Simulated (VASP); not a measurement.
# Bi (Cmcm) in VASP: single point with PBEsol

Aim: the single point of Bi with PBEsol.

All numbers are computed with VASP 6.6.1; they aren't measurements. Logs are shortened: lines on timing, memory, paths and dates and some standing lists are left out, and cuts for length are marked.

### 1 The cell of the first run

It takes space group Cmcm (No. 63, orthorhombic). The conventional cell has a = 4.539 Å, b = 7.862 Å, c = 11.829 Å, α = 90.00°, β = 90.00°, γ = 90.00°.

### 2 Single point, PBEsol (one atom moved)

INCAR

```
PREC = Accurate ; ENCUT = 520
EDIFF = 1E-7 ; ISMEAR = 0
SIGMA = 0.1 ; LREAL = False
LASPH = True ; NELM = 80
ALGO = Normal ; ISIF = 2
LWAVE = False ; LCHARG = False
GGA = PS ; NBANDS = 22
```

KPOINTS

```
Automatic mesh
0
Gamma
  9 9 4
```

POSCAR

```
Bi
1.0
    4.5390002997      0.0000000000      0.0000000000
   -2.2695001499      3.9308895674      0.0000000000
    0.0000000000      0.0000000000     11.8290000000
Bi
2
Direct
    0.3524129840      0.7048259682      0.2500000000
    0.6666666667      0.3333333333      0.7500000000
```

Potentials or basis: VASP PAW PBE potentials, release 64 (Bi_d).

Run with:

```
$ cat potpaw_PBE.64/Bi_d/POTCAR > POTCAR
$ mpirun -np 1 vasp_std > vasp.out
```

OUTCAR:

```text
PREC = Accurate
   ENCUT = 520
   EDIFF = 1E-7
   ISMEAR = 0
   LREAL = False
   LASPH = True
   NELM = 80
   ISIF = 2
   GGA = PS

 ion  position               nearest neighbor table
   1  0.352  0.705  0.250-
   2  0.667  0.333  0.750-

  LATTYP: Found a hexagonal cell.
 ALAT       =     4.5390002997
 C/A-ratio  =     2.6060804624

  Lattice vectors:

 A1 = (   4.5390002997,   0.0000000000,   0.0000000000)
 A2 = (  -2.2695001499,   3.9308895674,   0.0000000000)
 A3 = (   0.0000000000,   0.0000000000,  11.8290000000)

Analysis of symmetry for initial positions (statically):
=====================================================================
 Subroutine PRICEL returns:
 Original cell was already a primitive cell.

 Routine SETGRP: Setting up the symmetry group for a
 hexagonal supercell.

 Subroutine GETGRP returns: Found  8 space group operations
 (whereof  2 operations were pure point group operations)
 out of a pool of 24 trial point group operations.

The static configuration has the point symmetry C_1h.
 The point group associated with its full space group is D_2h.

Analysis of symmetry for dynamics (positions and initial velocities):
=====================================================================
 Subroutine PRICEL returns:
 Original cell was already a primitive cell.

 Routine SETGRP: Setting up the symmetry group for a
 hexagonal supercell.

 Subroutine GETGRP returns: Found  8 space group operations
 (whereof  2 operations were pure point group operations)
 out of a pool of 24 trial point group operations.

The dynamic configuration has the point symmetry C_1h.
 The point group associated with its full space group is D_2h.

 Subroutine INISYM returns: Found  8 space group operations
 (whereof  2 operations are pure point group operations),
 and found     1 'primitive' translations

----------------------------------------------------------------------------------------

                                     Primitive cell

  volume of cell :     211.0567

  direct lattice vectors                    reciprocal lattice vectors
     4.539000300  0.000000000  0.000000000     0.220312830  0.127197672  0.000000000
    -2.269500150  3.930889567  0.000000000     0.000000000  0.254395343  0.000000000
     0.000000000  0.000000000 11.829000000     0.000000000  0.000000000  0.084538000

  length of vectors
     4.539000300  4.539000300 11.829000000     0.254395343  0.254395343  0.084538000

  position of ions in fractional coordinates (direct lattice)
     0.352412984  0.704825968  0.250000000
     0.666666667  0.333333333  0.750000000

  ion indices of the primitive-cell ions
   primitive index   ion index
                 1           1
                 2           2

----------------------------------------------------------------------------------------

 KPOINTS: Automatic mesh

Automatic generation of k-mesh.
 Grid dimensions read from file:
 generate k-points for:    9    9    4

 Generating k-lattice:

  Cartesian coordinates                     Fractional coordinates (reciprocal lattice)
     0.024479203  0.014133075  0.000000000     0.111111111 -0.000000000  0.000000000
     0.000000000  0.028266149  0.000000000     0.000000000  0.111111111  0.000000000
     0.000000000  0.000000000  0.021134500     0.000000000  0.000000000  0.250000000

  Length of vectors
     0.028266149  0.028266149  0.021134500

  Shift w.r.t. Gamma in fractional coordinates (k-lattice)
     0.000000000  0.000000000  0.000000000

 Subroutine IBZKPT returns following result:
 ===========================================

 Found     75 irreducible k-points:

 Following reciprocal coordinates:
            Coordinates               Weight
  0.000000  0.000000  0.000000      1.000000
  0.111111  0.000000  0.000000      4.000000
  0.000000  0.111111  0.000000      2.000000
  0.222222 -0.000000  0.000000      4.000000
  0.000000  0.222222  0.000000      2.000000
  0.333333  0.000000  0.000000      4.000000
[... 16 lines left out ...]
 -0.222222 -0.444444  0.000000      4.000000
  0.444444  0.333333  0.000000      4.000000
 [... further k-points ...]
   k-points           NKPTS =     75   k-points in BZ     NKDIM =     75   number of bands    NBANDS=     22
   number of dos      NEDOS =    301   number of ions     NIONS =      2
   total plane-waves  NPLWV = 116640
   dimension x,y,z NGX =    36 NGY =   36 NGZ =   90
   dimension x,y,z NGXF=    72 NGYF=   72 NGZF=  180
   ions per type =               2
   NGX,Y,Z   is equivalent  to a cutoff of  13.19, 13.19, 12.65 a.u.
   NGXF,Y,Z  is equivalent  to a cutoff of  26.37, 26.37, 25.30 a.u.
 SYSTEM =  unknown system
   PREC   = accura    normal or accurate (medium, high low for compatibility)
   ISTART =      0    job   : 0-new  1-cont  2-samecut
   ICHARG =      2    charge: 1-file 2-atom 10-const
   ISPIN  =      1    spin polarized calculation?
   LNONCOLLINEAR =      F non collinear calculations
   LSORBIT =      F    spin-orbit coupling
   LASPH  =      T    aspherical Exc in radial PAW
   ENCUT  =  520.0 eV  38.22 Ry    6.18 a.u.   8.44  8.44 21.99*2*pi/ulx,y,z
   NELM   =     80;   NELMIN=  2; NELMDL= -5     # of ELM steps
   EDIFF  = 0.1E-06   stopping-criterion for ELM
   LREAL  =      F    real-space projection
   EDIFFG = 0.1E-05   stopping-criterion for IOM
   NSW    =      0    number of steps for IOM
   IBRION =     -1    ionic relax: 0-MD 1-quasi-New 2-CG
   NFREE  =      0    steps in history (QN), initial steepest desc. (CG)
   ISIF   =      2    stress and relaxation
   ISYM   =      2    0-nonsym 1-usesym 2-fastsym
   POTIM  = 0.5000    time-step for ionic-motion
   TEBEG  =    0.0;   TEEND  =   0.0 temperature during run
   PSTRESS=    0.0 pullay stress
   NELECT =      30.0000    total number of electrons
   NUPDOWN=      -1.0000    fix difference up-down
   EMIN   =  10.00;   EMAX   =-10.00  energy-range for DOS
   EFERMI =   0.00;   METHOD = LEGACY
   ISMEAR =     0;   SIGMA  =   0.10  broadening in eV -4-tet -1-fermi 0-gaus
   EFERMI_NEDOS =   21; number of points for ismear=-14 and -15
   IALGO  =     38    algorithm
   IMIX   =      4    mixing-type and parameters
     AMIX     =   0.40;   BMIX     =  1.00
     AMIX_MAG =   1.60;   BMIX_MAG =  1.00
  volume/ion in A,a.u.               =     105.53       712.14
  Fermi-wavevector in a.u.,A,eV,Ry     =   0.854376  1.614536  9.931679  0.729958
  Thomas-Fermi vector in A             =   1.970962
   LORBIT       =      0    0 simple, 1 ext, 2 COOP (PROOUT), +10 PAW based schemes
   GGA     = PS    functional components
   LHFCALC =     F    Hartree Fock is set to
   AEXX    =    0.0000 exact exchange contribution
   IVDW    =     0    specifies the selected vdW correction
   LEPSILON=     F    determine dielectric tensor
   LRPA    =     F    only Hartree local field effects (RPA)
 non-spin polarized calculation
 Gauss-broadening in eV      SIGMA  =   0.10
  energy-cutoff  :      520.00
  volume of cell :      211.06
 maximum number of plane-waves:      5785
 NGX is ok and might be reduce to    36
   NGX = 17   NGY = 17   NGZ = 43

 number of electron      29.9999998 magnetization

 Free energy of the ion-electron system (eV)
  ---------------------------------------------------
  ext. energy  EPLUGINS =         0.00000000
  ---------------------------------------------------
  free energy    TOTEN  =        -3.38687514 eV

  energy without entropy =       -3.35159453  energy(sigma->0) =       -3.36923483

 E-fermi :  -1.1492     XC(G=0):  -5.4254

 val. band max:       -1.1698096643   @ k =  -0.1111   0.4444   0.2500
 cond. band min:      -1.1387613774   @ k =   0.4444  -0.0000   0.0000
 fundamental gap:      0.0310482869
 Fermi energy:        -1.1491877734

 k-point     1 :       0.0000    0.0000    0.0000
  band No.  band energies     occupation
      1     -23.9242      2.00000
      2     -23.9241      2.00000
      3     -23.9200      2.00000
      4     -23.9200      2.00000
      5     -23.9200      2.00000
      6     -23.9200      2.00000
[... 14 lines left out ...]
     21       4.5235      0.00000
     22       4.7133      0.00000

 k-point     2 :       0.1111    0.0000    0.0000
  band No.  band energies     occupation
      1     -23.9237      2.00000
      2     -23.9237      2.00000
      3     -23.9202      2.00000
      4     -23.9202      2.00000
      5     -23.9201      2.00000
      6     -23.9201      2.00000
[... 14 lines left out ...]
     21       4.6666      0.00000
     22       4.9375      0.00000

 k-point     3 :       0.0000    0.1111    0.0000
  band No.  band energies     occupation
      1     -23.9237      2.00000
      2     -23.9237      2.00000
      3     -23.9203      2.00000
      4     -23.9202      2.00000
      5     -23.9200      2.00000
      6     -23.9200      2.00000
[... 14 lines left out ...]
     21       4.6695      0.00000
     22       4.9338      0.00000

 k-point     4 :       0.2222   -0.0000    0.0000
  band No.  band energies     occupation
      1     -23.9229      2.00000
      2     -23.9228      2.00000
      3     -23.9210      2.00000
      4     -23.9209      2.00000
      5     -23.9203      2.00000
      6     -23.9202      2.00000
[... 14 lines left out ...]
     21       4.5941      0.00000
     22       5.1776      0.00000

 k-point     5 :       0.0000    0.2222    0.0000
  band No.  band energies     occupation
      1     -23.9228      2.00000
      2     -23.9228      2.00000
      3     -23.9210      2.00000
      4     -23.9210      2.00000
      5     -23.9202      2.00000
      6     -23.9202      2.00000
[... 417 lines left out ...]
 k-point    22 :       0.3333    0.2222    0.0000
  band No.  band energies     occupation
      1     -23.9220      2.00000
      2     -23.9220      2.00000
      3     -23.9212      2.00000
      4     -23.9212      2.00000
      5     -23.9205      2.00000
      6     -23.9205      2.00000
[... 14 lines left out ...]
     21       4.6771      0.00000
     22       5.2213      0.00000

 k-point    23 :      -0.2222   -0.4444    0.0000
  band No.  band energies     occupation
      1     -23.9221      2.00000
      2     -23.9220      2.00000
      3     -23.9212      2.00000
      4     -23.9211      2.00000
      5     -23.9204      2.00000
      6     -23.9204      2.00000
[... 14 lines left out ...]
     21       4.5977      0.00000
     22       5.2512      0.00000

 k-point    24 :       0.4444    0.3333    0.0000
  band No.  band energies     occupation
      1     -23.9220      2.00000
      2     -23.9220      2.00000
      3     -23.9212      2.00000
      4     -23.9212      2.00000
      5     -23.9205      2.00000
      6     -23.9205      2.00000
[... 14 lines left out ...]
     21       4.6570      0.00000
     22       5.2927      0.00000

 [... further k-points ...]
[... 5 lines left out ...]
  --------------------------------------------------------------------------------------
  -------------------------------------------------------------------------------------
  Total       -6.7416166     -6.7645468     -0.5295785      0.0000000      0.0000000      0.0000000
  in kB      -51.1770849    -51.3511530     -4.0201458      0.0000000      0.0000000      0.0000000
  external PRESSURE =     -35.5161279 kB  Pullay stress =       0.0000000 kB

 VOLUME and BASIS-vectors are now :
 -----------------------------------------------------------------------------
  energy-cutoff  :      520.00
  volume of cell :      211.06
      direct lattice vectors                 reciprocal lattice vectors
     4.539000300  0.000000000  0.000000000     0.220312830  0.127197672  0.000000000
    -2.269500150  3.930889567  0.000000000     0.000000000  0.254395343  0.000000000
     0.000000000  0.000000000 11.829000000     0.000000000  0.000000000  0.084538000

 POSITION                                       TOTAL-FORCE (eV/Angst)
 -----------------------------------------------------------------------------------
     -0.00000      2.77059      2.95725        -0.000000      0.001677      0.000000
      2.26950      1.31030      8.87175         0.000000     -0.001677     -0.000000
 -----------------------------------------------------------------------------------
    total drift:                               -0.000000     -0.000009      0.000000

  FREE ENERGIE OF THE ION-ELECTRON SYSTEM (eV)
  ---------------------------------------------------
  free  energy   TOTEN  =        -3.3868751404 eV

  energy  without entropy=       -3.3515945257  energy(sigma->0) =       -3.36923483
```

Wall time 1.9 min (1 thread of Intel Xeon 6975P-C (Granite Rapids), shared host); peak memory 0.5 GiB.

Results:

| Quantity | Value |
| --- | --- |
| Free energy | -3.3869 eV |
| Pressure | -3.6 GPa |
| Band gap on the k mesh | zero (band 15 reaches 0.28 eV, above the bottom of band 16 at -1.88 eV) |

Stress tensor (GPa, compression positive):
```
-5.12  0.00  0.00
 0.00 -5.14  0.00
 0.00  0.00 -0.40
```

Levels at points of the mesh, in eV from the Fermi level:
```tsv
k point	band 13	band 14	band 15	band 16	band 17	band 18
(0.00, 0.00, 0.00)	-0.84	-0.34	1.42	1.42	1.43	1.43
(0.00, 0.00, 0.50)	-0.62	-0.62	1.42	1.42	1.42	1.42
```

Caveat: the cell differs from its parent crystal (one atom moved); the PAW data sets were made with another functional, which shifts forces and pressure a little; spin-orbit coupling is left out, which moves the levels of the heavy elements.
